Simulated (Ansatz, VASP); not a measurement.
**TaC: VASP beside Ansatz**

INCAR

```
SYSTEM = TaC
PREC = Accurate
ENCUT = 700
EDIFF = 1E-6
ISMEAR = 0
SIGMA = 0.1
LREAL = .FALSE.
LASPH = .TRUE.
NELM = 120
ALGO = Normal
ISIF = 2
LWAVE = .FALSE.
LCHARG = .FALSE.
GGA = CA
NBANDS = 16
GGA_COMPAT = .FALSE.
```

File KPOINTS:

```
Automatic mesh
0
G
  8 8 8
  0 0 0
```

POSCAR

```
TaC
1.0
    0.0000000000      2.2270000000      2.2270000000
    2.2270000000      0.0000000000      2.2270000000
    2.2270000000      2.2270000000      0.0000000000
Ta C
1 1
Direct
    0.0000000000      0.0000000000      0.0000000000
    0.5000000000      0.5000000000      0.5000000000
```

Input for Ansatz:

```yaml
crystal:
  lattice:
    - [0.0, 2.227, 2.227]
    - [2.227, 0.0, 2.227]
    - [2.227, 2.227, 0.0]
  atoms:
    - { symbol: Ta, position: [0.0, 0.0, 0.0] }
    - { symbol: C, position: [0.5, 0.5, 0.5] }
basis:
  ecutwfc: 420
kpoints:
  mp_grid: { grid: [8, 8, 8] }
hamiltonian:
  xc: lda
scf:
  occupations: { method: gaussian, width: 0.1 }
output:
  forces: true
  stress: true
  eigenvalues: true
```

Alike in both runs: task single point; functional LDA; k mesh 8 × 8 × 8; occupations gaussian, width 0.1 eV; no spin polarisation.

|  | VASP | Ansatz |
| --- | --- | --- |
| version | VASP 6.6.1 | Ansatz 0.2.0 |
| potentials or method | VASP PAW LDA potentials, release 64 (Ta_sv_GW, C), cutoff 700 eV | scalar-relativistic, plane waves, PAW |
| valence electrons in the cell | 17 | 17 |

```csv
,VASP,Ansatz,Ansatz less VASP
gap on the k mesh at the Fermi level (eV),none,none,-
pressure (GPa),-8.3,-9.2,-0.91
```

LDA's correlation is that of Perdew and Zunger in VASP and of Perdew and Wang (1992) in Ansatz. A gap of «none» marks a metal or a gap that the smearing closes.

Spin-orbit coupling is off throughout.
